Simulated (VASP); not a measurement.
La: relaxation of cell and atoms with PBE

La:

```
La
1.0
    -1.87250    1.87250    1.87250
     1.87250   -1.87250    1.87250
     1.87250    1.87250   -1.87250
La
1
Direct
  0.00000 0.00000 0.00000
```

```
Program                : VASP 6.6.1
Task                   : relaxation of cell and atoms
Functional             : PBE
Potentials or basis    : VASP PAW PBE potentials, release 64 (La)
Cutoff                 : 600 eV
k mesh                 : 15 × 15 × 15
Occupations            : fermi-dirac, width 0.1 eV
Spin                   : no spin polarisation
Target pressure        : 15 GPa
Dipole correction      : no
Further INCAR settings : ALGO = Normal; EDIFF = 1e-07; IBRION = 2; EDIFFG = -0.005; NSW = 32; ISIF = 3
```

The relaxed volume is 26.30 Å³/atom. The relaxed cell is a = 3.245 Å, b = 3.245 Å, c = 3.245 Å, α = 109.47°, β = 109.47°, γ = 109.47°. The space group after relaxing (to 0.05 Å) is Im-3m (No. 229). The energy change on relaxing (the enthalpy is what falls) is -3.2 meV/atom, the ionic steps are 3 and the pressure after relaxing is 15.0 GPa.

The path:
```csv
step,energy change (eV),largest force (eV/Å),pressure (GPa),volume (Å³)
1,0.0000,0.0000,15.08,26.26
2,-0.0049,0.0000,14.96,26.31
3,-0.0032,0.0000,15.00,26.30
```

Final structure:
```cif
data_structure
_symmetry_space_group_name_H-M 'P 1'
_symmetry_Int_Tables_number 1
_cell_length_a 3.2447
_cell_length_b 3.2447
_cell_length_c 3.2447
_cell_angle_alpha 109.471
_cell_angle_beta 109.471
_cell_angle_gamma 109.471
_cell_volume 26.30
loop_
_atom_site_label
_atom_site_type_symbol
_atom_site_fract_x
_atom_site_fract_y
_atom_site_fract_z
_atom_site_occupancy
La1 La 0.00000 0.00000 0.00000 1
```

Levels at points of the mesh, in eV from the Fermi level:
```
           k point  band 3  band 4  band 5  band 6  band 7  band 8  band 9
(0.00, 0.00, 0.00)  -14.48  -14.48   -2.30    1.86    1.86    1.87    1.87
```

Wall time 86 s on 1 thread of Intel(R) Xeon(R) Platinum 8259CL CPU @ 2.50GHz (Skylake/Cascade Lake), on a shared host, peak memory 0.2 GiB.

Caveat: the cell is relaxed towards a set pressure, so the enthalpy falls and the energy may rise; spin-orbit coupling is left out, which moves the levels of the heavy elements.
